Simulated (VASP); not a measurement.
# Si (Fd-3m) in VASP: single point with LDA

Aim: the single point of Si with LDA.

All numbers are computed with VASP 6.6.1; they aren't measurements. Logs are shortened: lines on timing, memory, paths and dates and some standing lists are left out, and cuts for length are marked.

## 1. The cell of the first run

The structure is cubic, space group Fd-3m (No. 227). The conventional cell has a = 5.427 Å, b = 5.427 Å, c = 5.427 Å, α = 90.00°, β = 90.00°, γ = 90.00°. Within 3.1 Å of Si (site symmetry -43m) lie 4 Si at 2.35 Å.

## 2. Single point, LDA

The input, INCAR:

```
SYSTEM = Si
PREC = Accurate
ENCUT = 500
EDIFF = 1E-6
ISMEAR = 0
SIGMA = 0.01
LREAL = .False.
LASPH = .True.
NELM = 120
ALGO = Normal
ISIF = 2
LWAVE = .False.
LCHARG = .False.
GGA = CA
NBANDS = 11
GGA_COMPAT = .False.
```

The input, KPOINTS:

```
regular mesh
0
Gamma
  6 6 6
  0 0 0
```

The input, POSCAR:

```
Si
1.0
    0.0000000000      2.7135600000      2.7135600000
    2.7135600000      0.0000000000      2.7135600000
    2.7135600000      2.7135600000      0.0000000000
Si
2
Direct
    0.7500000000      0.7500000000      0.7500000000
    0.5000000000      0.5000000000      0.5000000000
```

Potentials or basis: VASP PAW LDA potentials, release 64 (Si).

Launch:

```console
> cat potpaw_LDA.64/Si/POTCAR > POTCAR
> mpirun -np 1 vasp_std > vasp.out
```

OUTCAR:

```text
SYSTEM = Si
   PREC = Accurate
   ENCUT = 500
   EDIFF = 1E-6
   ISMEAR = 0
   LREAL = .False.
   LASPH = .True.
   NELM = 120
   ISIF = 2
   GGA = CA

 ion  position               nearest neighbor table
   1  0.750  0.750  0.750-   2 2.35   2 2.35   2 2.35   2 2.35
   2  0.500  0.500  0.500-   1 2.35   1 2.35   1 2.35   1 2.35

  LATTYP: Found a face centered cubic cell.
 ALAT       =     5.4271200000

  Lattice vectors:

 A1 = (   0.0000000000,   2.7135600000,   2.7135600000)
 A2 = (   2.7135600000,   0.0000000000,   2.7135600000)
 A3 = (   2.7135600000,   2.7135600000,   0.0000000000)

Analysis of symmetry for initial positions (statically):
=====================================================================
 Subroutine PRICEL returns:
 Original cell was already a primitive cell.

 Routine SETGRP: Setting up the symmetry group for a
 face centered cubic supercell.

 Subroutine GETGRP returns: Found 48 space group operations
 (whereof 24 operations were pure point group operations)
 out of a pool of 48 trial point group operations.

The static configuration has the point symmetry T_d .
 The point group associated with its full space group is O_h .

Analysis of symmetry for dynamics (positions and initial velocities):
=====================================================================
 Subroutine PRICEL returns:
 Original cell was already a primitive cell.

 Routine SETGRP: Setting up the symmetry group for a
 face centered cubic supercell.

 Subroutine GETGRP returns: Found 48 space group operations
 (whereof 24 operations were pure point group operations)
 out of a pool of 48 trial point group operations.

The dynamic configuration has the point symmetry T_d .
 The point group associated with its full space group is O_h .

 Subroutine INISYM returns: Found 48 space group operations
 (whereof 24 operations are pure point group operations),
 and found     1 'primitive' translations

----------------------------------------------------------------------------------------

                                     Primitive cell

  volume of cell :      39.9621

  direct lattice vectors                    reciprocal lattice vectors
     0.000000000  2.713560000  2.713560000    -0.184259792  0.184259792  0.184259792
     2.713560000  0.000000000  2.713560000     0.184259792 -0.184259792  0.184259792
     2.713560000  2.713560000  0.000000000     0.184259792  0.184259792 -0.184259792

  length of vectors
     3.837553354  3.837553354  3.837553354     0.319147321  0.319147321  0.319147321

  position of ions in fractional coordinates (direct lattice)
     0.750000000  0.750000000  0.750000000
     0.500000000  0.500000000  0.500000000
[... 78 lines left out ...]
   PSTRESS=    0.0 pullay stress
   NELECT =       8.0000    total number of electrons
   NUPDOWN=      -1.0000    fix difference up-down
   EMIN   =  10.00;   EMAX   =-10.00  energy-range for DOS
   EFERMI =   0.00;   METHOD = LEGACY
   ISMEAR =     0;   SIGMA  =   0.01  broadening in eV -4-tet -1-fermi 0-gaus
   EFERMI_NEDOS =   21; number of points for ismear=-14 and -15
   IALGO  =     38    algorithm
   IMIX   =      4    mixing-type and parameters
     AMIX     =   0.40;   BMIX     =  1.00
     AMIX_MAG =   1.60;   BMIX_MAG =  1.00
  volume/ion in A,a.u.               =      19.98       134.84
  Fermi-wavevector in a.u.,A,eV,Ry     =   0.957684  1.809760 12.478691  0.917158
  Thomas-Fermi vector in A             =   2.086724
   LORBIT       =      0    0 simple, 1 ext, 2 COOP (PROOUT), +10 PAW based schemes
   GGA     = CA    functional components
   LHFCALC =     F    Hartree Fock is set to
   AEXX    =    0.0000 exact exchange contribution
   IVDW    =     0    specifies the selected vdW correction
   LEPSILON=     F    determine dielectric tensor
   LRPA    =     F    only Hartree local field effects (RPA)
 non-spin polarized calculation
 Gauss-broadening in eV      SIGMA  =   0.01
  energy-cutoff  :      500.00
  volume of cell :       39.96
 maximum number of plane-waves:      1032
   NGX = 13   NGY = 13   NGZ = 13

 number of electron       8.0000001 magnetization

 Free energy of the ion-electron system (eV)
  ---------------------------------------------------
  ext. energy  EPLUGINS =         0.00000000
  ---------------------------------------------------
  free energy    TOTEN  =       -11.89185494 eV

  energy without entropy =      -11.89185494  energy(sigma->0) =      -11.89185494

 E-fermi :   5.8856     XC(G=0):  -9.6103

 val. band max:        5.7986310748   @ k =   0.0000   0.0000   0.0000
 cond. band min:       6.3930672006   @ k =   0.5000   0.5000   0.0000
 fundamental gap:      0.5944361258
 Fermi energy:         5.8855613656

 k-point     1 :       0.0000    0.0000    0.0000
  band No.  band energies     occupation
      1      -6.1745      2.00000
      2       5.7986      2.00000
      3       5.7986      2.00000
      4       5.7986      2.00000
      5       8.3195      0.00000
      6       8.3195      0.00000
      7       8.3195      0.00000
      8       9.0300      0.00000
      9      13.4778      0.00000
     10      13.5228      0.00000
     11      13.5228      0.00000
[... 197 lines left out ...]
 k-point    16 :      -0.3333    0.5000    0.1667
  band No.  band energies     occupation
      1      -1.8996      2.00000
      2      -1.8996      2.00000
      3       2.1201      2.00000
      4       2.1201      2.00000
      5       8.4554      0.00000
      6       8.4554      0.00000
      7      12.4813      0.00000
      8      12.4813      0.00000
      9      16.2852      0.00000
     10      16.2852      0.00000
     11      18.6679      0.00000

------------------------ aborting loop because EDIFF is reached ----------------------------------------

  FORCE on cell =-STRESS in cart. coord.  units (eV):
  Direction    XX          YY          ZZ          XY          YZ          ZX
  --------------------------------------------------------------------------------------
  -------------------------------------------------------------------------------------
  Total       -0.2988643     -0.2988643     -0.2988643     -0.0000000      0.0000000     -0.0000000
  in kB      -11.9821948    -11.9821948    -11.9821948     -0.0000000      0.0000000     -0.0000000
  external PRESSURE =     -11.9821948 kB  Pullay stress =       0.0000000 kB

 VOLUME and BASIS-vectors are now :
 -----------------------------------------------------------------------------
  energy-cutoff  :      500.00
  volume of cell :       39.96
      direct lattice vectors                 reciprocal lattice vectors
     0.000000000  2.713560000  2.713560000    -0.184259792  0.184259792  0.184259792
     2.713560000  0.000000000  2.713560000     0.184259792 -0.184259792  0.184259792
     2.713560000  2.713560000  0.000000000     0.184259792  0.184259792 -0.184259792

 POSITION                                       TOTAL-FORCE (eV/Angst)
 -----------------------------------------------------------------------------------
      4.07034      4.07034      4.07034        -0.000000     -0.000000     -0.000000
      2.71356      2.71356      2.71356         0.000000      0.000000      0.000000
 -----------------------------------------------------------------------------------
    total drift:                                0.000000      0.000000     -0.000000

  FREE ENERGIE OF THE ION-ELECTRON SYSTEM (eV)
  ---------------------------------------------------
  free  energy   TOTEN  =       -11.8918549428 eV

  energy  without entropy=      -11.8918549428  energy(sigma->0) =      -11.89185494
```

stdout:

```text
POSCAR found type information on POSCAR Si
 POSCAR found :  1 types and       2 ions
 scaLAPACK will be used
 LDA part: xc-table for (Slater(with rela. corr.)+CA(PZ))
 , standard interpolation
 POSCAR, INCAR and KPOINTS ok, starting setup
 FFT: planning ... GRIDC
 FFT: planning ... GRID_SOFT
 FFT: planning ... GRID
 WAVECAR not read
 entering main loop
```

It took 3.1 s on 1 thread of AMD EPYC 9R45 (Zen 5), shared host; peak memory 0.1 GiB.

Results:

| Property | Result |
| --- | --- |
| Free energy | -11.8919 eV |
| Pressure | -1.2 GPa |
| Band gap on the k mesh | 0.59 eV, indirect (least direct gap 2.52 eV) |

Levels at points of the mesh, in eV from the valence-band top:
```
           k point  band 1  band 2  band 3  band 4  band 5  band 6  band 7  band 8
(0.00, 0.00, 0.00)  -11.97    0.00    0.00    0.00    2.52    2.52    2.52    3.23
(0.50, 0.00, 0.00)   -9.63   -7.00   -1.20   -1.20    1.43    3.29    3.29    7.51
(0.50, 0.50, 0.00)   -7.82   -7.82   -2.86   -2.86    0.59    0.59    9.99    9.99
```
